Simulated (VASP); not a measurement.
Runs of VASP 6.6.1 on Nb. The structure is that of space group Fm-3m (No. 225), or close to it. The cells are those of the table. 

```tsv
task	cell	gap on the mesh (eV)	pressure (GPa)
electric field gradients	a = 3.006, b = 3.006, c = 3.021 Å, angles 59.8, 59.8, 60.3°, 1 atom	none	(a)
single point	a = 3.006 Å, angles 59.3°, 1 atom	none	-10.4
electric field gradients	a = 3.021, b = 3.021, c = 3.051 Å, angles 59.7, 59.7, 60.7°, 1 atom	none	-15.8
single point	a = 2.961 Å, angles 61.3°, 1 atom	none	-10.6
```

Alike in all rows: level LDA; potentials or basis VASP PAW LDA potentials, release 64 (Nb_sv); no spin polarisation; k mesh 13 × 13 × 13; cutoff (eV) 520; smearing fermi-dirac 0.03 eV.

Problem. Estimate the missing entries.

Solution. (a) -13.2.

Caveats: the cell stands under tension.

A k mesh can miss the band edges, and the runs leave out spin-orbit coupling on Nb.

A gap of «none» marks levels without a gap at the run's occupations.
